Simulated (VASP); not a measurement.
# CuRu4 (Im-3m) in VASP: further runs, part 2 of 2

VASP 6.6.1. Earlier steps stand in the parts before.

### 3 Single point, PBE

INCAR

```
ALGO = Normal
EDIFF = 1E-7
ENCUT = 520
GGA = PE
ISIF = 2
ISMEAR = 0
LASPH = T
LCHARG = T
LELF = T
LREAL = F
LVHAR = T
LWAVE = F
NBANDS = 42
NELM = 100
PREC = Accurate
SIGMA = 0.1
```

KPOINTS

```
k-points
0
Gamma
  10 10 10
```

POSCAR

```
CuRu4
1.0
   -2.7226989575      2.7226989575      2.7226989575
    2.7226989575     -2.7226989575      2.7226989575
    2.7226989575      2.7226989575     -2.7226989575
Cu Ru
1 4
Direct
    0.0000000000      0.0000000000      0.0000000000
    0.0000000000      0.0000000000      0.5000000000
    0.5000000000      0.0000000000      0.0000000000
    0.0000000000      0.5000000000      0.0000000000
    0.5000000000      0.5000000000      0.5000000000
```

Potentials or basis: VASP PAW PBE potentials, release 64 (Cu, Ru_pv).

On the command line:

```
$ cat potpaw_PBE.64/Cu/POTCAR potpaw_PBE.64/Ru_pv/POTCAR > POTCAR
$ mpirun -np 1 vasp_std > vasp.out
```

OUTCAR:

```text
EDIFF = 1E-7
   ENCUT = 520
   GGA = PE
   ISIF = 2
   ISMEAR = 0
   LASPH = T
   LREAL = F
   NELM = 100
   PREC = Accurate

 ion  position               nearest neighbor table
   1  0.000  0.000  0.000-   2 2.36   3 2.36   4 2.36   5 2.36   2 2.36   4 2.36   3 2.36   5 2.36

   2  0.000  0.000  0.500-   1 2.36   1 2.36   4 2.72   5 2.72   3 2.72   4 2.72   3 2.72   5 2.72

   3  0.500  0.000  0.000-   1 2.36   1 2.36   4 2.72   5 2.72   5 2.72   2 2.72   2 2.72   4 2.72

   4  0.000  0.500  0.000-   1 2.36   1 2.36   3 2.72   5 2.72   2 2.72   2 2.72   5 2.72   3 2.72

   5  0.500  0.500  0.500-   1 2.36   1 2.36   3 2.72   4 2.72   3 2.72   4 2.72   2 2.72   2 2.72

  LATTYP: Found a body centered cubic cell.
 ALAT       =     5.4453979150

  Lattice vectors:

 A1 = (  -2.7226989575,   2.7226989575,   2.7226989575)
 A2 = (   2.7226989575,  -2.7226989575,   2.7226989575)
 A3 = (   2.7226989575,   2.7226989575,  -2.7226989575)

Analysis of symmetry for initial positions (statically):
=====================================================================
 Subroutine PRICEL returns:
 Original cell was already a primitive cell.

 Routine SETGRP: Setting up the symmetry group for a
 body centered cubic supercell.

 Subroutine GETGRP returns: Found 48 space group operations
 (whereof 48 operations were pure point group operations)
 out of a pool of 48 trial point group operations.

The static configuration has the point symmetry O_h .

Analysis of symmetry for dynamics (positions and initial velocities):
=====================================================================
 Subroutine PRICEL returns:
 Original cell was already a primitive cell.

 Routine SETGRP: Setting up the symmetry group for a
 body centered cubic supercell.

 Subroutine GETGRP returns: Found 48 space group operations
 (whereof 48 operations were pure point group operations)
 out of a pool of 48 trial point group operations.

The dynamic configuration has the point symmetry O_h .

 Subroutine INISYM returns: Found 48 space group operations
 (whereof 48 operations are pure point group operations),
 and found     1 'primitive' translations

----------------------------------------------------------------------------------------

                                     Primitive cell

  volume of cell :      80.7344

  direct lattice vectors                    reciprocal lattice vectors
    -2.722698958  2.722698958  2.722698958     0.000000000  0.183641309  0.183641309
     2.722698958 -2.722698958  2.722698958     0.183641309  0.000000000  0.183641309
     2.722698958  2.722698958 -2.722698958     0.183641309  0.183641309  0.000000000

  length of vectors
     4.715852928  4.715852928  4.715852928     0.259708030  0.259708030  0.259708030

  position of ions in fractional coordinates (direct lattice)
     0.000000000  0.000000000  0.000000000
     0.000000000  0.000000000  0.500000000
     0.500000000  0.000000000  0.000000000
     0.000000000  0.500000000  0.000000000
     0.500000000  0.500000000  0.500000000

  ion indices of the primitive-cell ions
   primitive index   ion index
                 1           1
                 2           2
                 3           3
                 4           4
[... 25 lines left out ...]

 Found     47 irreducible k-points:

 Following reciprocal coordinates:
            Coordinates               Weight
  0.000000  0.000000  0.000000      1.000000
  0.100000  0.000000  0.000000     12.000000
  0.200000  0.000000  0.000000     12.000000
  0.300000  0.000000  0.000000     12.000000
  0.400000  0.000000  0.000000     12.000000
  0.500000  0.000000  0.000000      6.000000
[... 16 lines left out ...]
  0.300000  0.300000  0.100000      8.000000
 -0.300000  0.300000  0.100000     24.000000
 [... further k-points ...]
   k-points           NKPTS =     47   k-points in BZ     NKDIM =     47   number of bands    NBANDS=     42
   number of dos      NEDOS =    301   number of ions     NIONS =      5
   total plane-waves  NPLWV =  46656
   dimension x,y,z NGX =    36 NGY =   36 NGZ =   36
   dimension x,y,z NGXF=    72 NGYF=   72 NGZF=   72
   ions per type =               1   4
   NGX,Y,Z   is equivalent  to a cutoff of  12.69, 12.69, 12.69 a.u.
   NGXF,Y,Z  is equivalent  to a cutoff of  25.38, 25.38, 25.38 a.u.
 SYSTEM =  unknown system
   PREC   = accura    normal or accurate (medium, high low for compatibility)
   ISTART =      0    job   : 0-new  1-cont  2-samecut
   ICHARG =      2    charge: 1-file 2-atom 10-const
   ISPIN  =      1    spin polarized calculation?
   LNONCOLLINEAR =      F non collinear calculations
   LSORBIT =      F    spin-orbit coupling
   LASPH  =      T    aspherical Exc in radial PAW
   ENCUT  =  520.0 eV  38.22 Ry    6.18 a.u.   8.77  8.77  8.77*2*pi/ulx,y,z
   NELM   =    100;   NELMIN=  2; NELMDL= -5     # of ELM steps
   EDIFF  = 0.1E-06   stopping-criterion for ELM
   LREAL  =      F    real-space projection
   EDIFFG = 0.1E-05   stopping-criterion for IOM
   NSW    =      0    number of steps for IOM
   IBRION =     -1    ionic relax: 0-MD 1-quasi-New 2-CG
   NFREE  =      0    steps in history (QN), initial steepest desc. (CG)
   ISIF   =      2    stress and relaxation
   ISYM   =      2    0-nonsym 1-usesym 2-fastsym
   POTIM  = 0.5000    time-step for ionic-motion
   TEBEG  =    0.0;   TEEND  =   0.0 temperature during run
   PSTRESS=    0.0 pullay stress
   NELECT =      67.0000    total number of electrons
   NUPDOWN=      -1.0000    fix difference up-down
   EMIN   =  10.00;   EMAX   =-10.00  energy-range for DOS
   EFERMI =   0.00;   METHOD = LEGACY
   ISMEAR =     0;   SIGMA  =   0.10  broadening in eV -4-tet -1-fermi 0-gaus
   EFERMI_NEDOS =   21; number of points for ismear=-14 and -15
   IALGO  =     38    algorithm
   IMIX   =      4    mixing-type and parameters
     AMIX     =   0.40;   BMIX     =  1.00
     AMIX_MAG =   1.60;   BMIX_MAG =  1.00
  volume/ion in A,a.u.               =      16.15       108.96
  Fermi-wavevector in a.u.,A,eV,Ry     =   1.538439  2.907227 32.202174  2.366793
  Thomas-Fermi vector in A             =   2.644807
   LORBIT       =      0    0 simple, 1 ext, 2 COOP (PROOUT), +10 PAW based schemes
   GGA     = PE    functional components
   LHFCALC =     F    Hartree Fock is set to
   AEXX    =    0.0000 exact exchange contribution
   IVDW    =     0    specifies the selected vdW correction
   LEPSILON=     F    determine dielectric tensor
   LRPA    =     F    only Hartree local field effects (RPA)
 non-spin polarized calculation
 Gauss-broadening in eV      SIGMA  =   0.10
  energy-cutoff  :      520.00
  volume of cell :       80.73
 maximum number of plane-waves:      2214
   NGX = 17   NGY = 17   NGZ = 17

 number of electron      66.9999973 magnetization

 Free energy of the ion-electron system (eV)
  ---------------------------------------------------
  ext. energy  EPLUGINS =         0.00000000
  ---------------------------------------------------
  free energy    TOTEN  =       -33.73493513 eV

  energy without entropy =      -33.68475821  energy(sigma->0) =      -33.70984667

 E-fermi :   8.7830     XC(G=0): -12.4873

 val. band max:        8.7804355064   @ k =   0.3000   0.3000   0.0000
 cond. band min:       8.7832077401   @ k =   0.5000   0.0000   0.0000
 fundamental gap:      0.0027722338
 Fermi energy:         8.7830373918

 k-point     1 :       0.0000    0.0000    0.0000
  band No.  band energies     occupation
      1     -34.0647      2.00000
      2     -34.0647      2.00000
      3     -34.0647      2.00000
      4     -33.8958      2.00000
      5     -33.8958      2.00000
      6     -33.8958      2.00000
[... 1069 lines left out ...]
     41      13.5160      0.00000
     42      14.2261      0.00000

 [... further k-points ...]

------------------------ aborting loop because EDIFF is reached ----------------------------------------

  FORCE on cell =-STRESS in cart. coord.  units (eV):
  Direction    XX          YY          ZZ          XY          YZ          ZX
  --------------------------------------------------------------------------------------
  -------------------------------------------------------------------------------------
  Total       -0.0137410     -0.0137410     -0.0137410      0.0000000      0.0000000     -0.0000000
  in kB       -0.2726914     -0.2726914     -0.2726914      0.0000000      0.0000000     -0.0000000
  external PRESSURE =      -0.2726914 kB  Pullay stress =       0.0000000 kB

 VOLUME and BASIS-vectors are now :
 -----------------------------------------------------------------------------
  energy-cutoff  :      520.00
  volume of cell :       80.73
      direct lattice vectors                 reciprocal lattice vectors
    -2.722698958  2.722698958  2.722698958     0.000000000  0.183641309  0.183641309
     2.722698958 -2.722698958  2.722698958     0.183641309  0.000000000  0.183641309
     2.722698958  2.722698958 -2.722698958     0.183641309  0.183641309  0.000000000

 POSITION                                       TOTAL-FORCE (eV/Angst)
 -----------------------------------------------------------------------------------
      0.00000      0.00000      0.00000         0.000000     -0.000000      0.000000
      1.36135      1.36135     -1.36135         0.000000     -0.000000     -0.000000
     -1.36135      1.36135      1.36135        -0.000000      0.000000      0.000000
      1.36135     -1.36135      1.36135        -0.000000     -0.000000     -0.000000
      1.36135      1.36135      1.36135        -0.000000      0.000000      0.000000
 -----------------------------------------------------------------------------------
    total drift:                                0.000000     -0.000000      0.000000

  FREE ENERGIE OF THE ION-ELECTRON SYSTEM (eV)
  ---------------------------------------------------
  free  energy   TOTEN  =       -33.7349351302 eV

  energy  without entropy=      -33.6847582078  energy(sigma->0) =      -33.70984667
```

stdout:

```text
POSCAR found type information on POSCAR CuRu
 POSCAR found :  2 types and       5 ions
 scaLAPACK will be used
 LDA part: xc-table for (Slater+PW92), standard interpolation
 POSCAR, INCAR and KPOINTS ok, starting setup
 FFT: planning ... GRIDC
 FFT: planning ... GRID_SOFT
 FFT: planning ... GRID
 WAVECAR not read
 entering main loop
```

Run time: 72 s. Hardware: 1 thread of Intel Xeon 6975P-C (Granite Rapids), shared host; peak memory 0.28 GiB.

What came out:

| Quantity | Value |
| --- | --- |
| Free energy | -33.7349 eV |
| Pressure | 0.0 GPa |

Levels at points of the mesh, in eV from the Fermi level:
| k point | band 31 | band 32 | band 33 | band 34 | band 35 | band 36 |
| --- | --- | --- | --- | --- | --- | --- |
| (0.00, 0.00, 0.00) | 0.31 | 0.31 | 1.18 | 1.18 | 1.18 | 2.27 |
| (0.50, 0.00, 0.00) | -0.98 | -0.97 | -0.36 | -0.27 | -0.01 | 0.00 |
| (0.50, 0.50, 0.50) | -0.77 | -0.77 | -0.77 | 0.42 | 0.42 | 0.66 |

### 4 Relaxation of cell and atoms, PBE

INCAR

```
PREC     = Accurate       # precision mode
ENCUT    = 600            # plane-wave cutoff, eV
EDIFF    = 1E-6           # SCF threshold, eV
ISMEAR   = 0              # smearing method
SIGMA    = 0.1            # smearing width, eV
LREAL    = False          # projectors in reciprocal space
LASPH    = True           # aspherical terms in the spheres
NELM     = 100            # most SCF steps
ALGO     = Normal         # electronic algorithm
ISIF     = 3              # what is computed and relaxed
LWAVE    = False          # write WAVECAR
LCHARG   = False          # write CHGCAR
GGA      = PE             # functional
IBRION   = 2              # ionic algorithm
NSW      = 100            # ionic steps
EDIFFG   = -0.01          # ionic threshold
```

KPOINTS

```
Automatic mesh
0
Gamma
  10 10 10
```

POSCAR, as its differences from that of step 3:

```diff
@@ -2,5 +2,5 @@
 1.0
-   -2.7226989575      2.7226989575      2.7226989575
-    2.7226989575     -2.7226989575      2.7226989575
-    2.7226989575      2.7226989575     -2.7226989575
+   -2.7216093232      2.7216093232      2.7216093232
+    2.7216093232     -2.7216093232      2.7216093232
+    2.7216093232      2.7216093232     -2.7216093232
 Cu Ru
```

On the command line:

```
$ cat potpaw_PBE.64/Cu/POTCAR potpaw_PBE.64/Ru_pv/POTCAR > POTCAR
$ mpirun -np 1 vasp_std > vasp.out
```

It took 3.2 min on 1 thread of Intel Xeon 6975P-C (Granite Rapids), shared host; peak memory 0.35 GiB.

Results (log left out):

```
Free energy                            : -33.7354 eV
Relaxed volume                         : 16.14 Å³/atom
Relaxed cell                           : a = 4.715 Å, b = 4.715 Å, c = 4.715 Å, α = 109.47°, β = 109.47°, γ = 109.47°
Space group after relaxing (to 0.05 Å) : Im-3m (No. 229)
Energy gained by relaxing              : 0.0 meV/atom
Ionic steps                            : 3
Pressure after relaxing                : 0.0 GPa
```

Final structure:
```
Cu Ru
1.0
    -2.72247    2.72247    2.72247
     2.72247   -2.72247    2.72247
     2.72247    2.72247   -2.72247
Cu Ru
1 4
Direct
  0.00000 0.00000 0.00000
  0.00000 0.00000 0.50000
  0.50000 0.00000 0.00000
  0.00000 0.50000 0.00000
  0.50000 0.50000 0.50000
```

Levels at points of the mesh, in eV from the Fermi level:
```csv
k point,band 30,band 31,band 32,band 33,band 34,band 35,band 36,band 37
"(0.00, 0.00, 0.00)",0.31,0.31,0.31,1.18,1.18,1.18,2.27,2.27
"(0.50, 0.00, 0.00)",-1.17,-0.98,-0.97,-0.36,-0.27,-0.01,0.00,0.15
"(0.50, 0.50, 0.50)",-1.20,-0.77,-0.77,-0.77,0.42,0.42,0.66,1.17
```
